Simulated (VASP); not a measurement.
A run of VASP 6.6.1 is set up as follows.

The input INCAR:

```
SYSTEM = BAs
PREC = Accurate
ENCUT = 520
EDIFF = 1E-6
ISMEAR = 0
SIGMA = 0.01
LREAL = .False.
LASPH = .True.
NELM = 60
ALGO = Normal
ISIF = 2
LWAVE = .False.
LCHARG = .False.
GGA = PS
NBANDS = 11
```

The input KPOINTS:

```
regular mesh
0
Gamma
  8 8 8
  0 0 0
```

POSCAR

```
BAs
1.0
    0.0000000000      2.3838113257      2.3838113257
    2.3838113257      0.0000000000      2.3838113257
    2.3838113257      2.3838113257      0.0000000000
B As
1 1
Direct
    0.0000000000      0.0000000000      0.0000000000
    0.2500000000      0.2500000000      0.2500000000
```

Potentials or basis: VASP PAW PBE potentials, release 64 (B, As).

Launch:

```sh
$ cat potpaw_PBE.64/B/POTCAR potpaw_PBE.64/As/POTCAR > POTCAR
$ mpirun -np 1 vasp_std > vasp.out
```

(1) Estimate the pressure.

(2) Predict the band gap on the k mesh.

Answers

(1) 0.9 GPa.

(2) 1.09 eV, indirect (least direct gap 3.25 eV).

Caveat: the PAW data sets were made with another functional, which shifts forces and pressure a little.
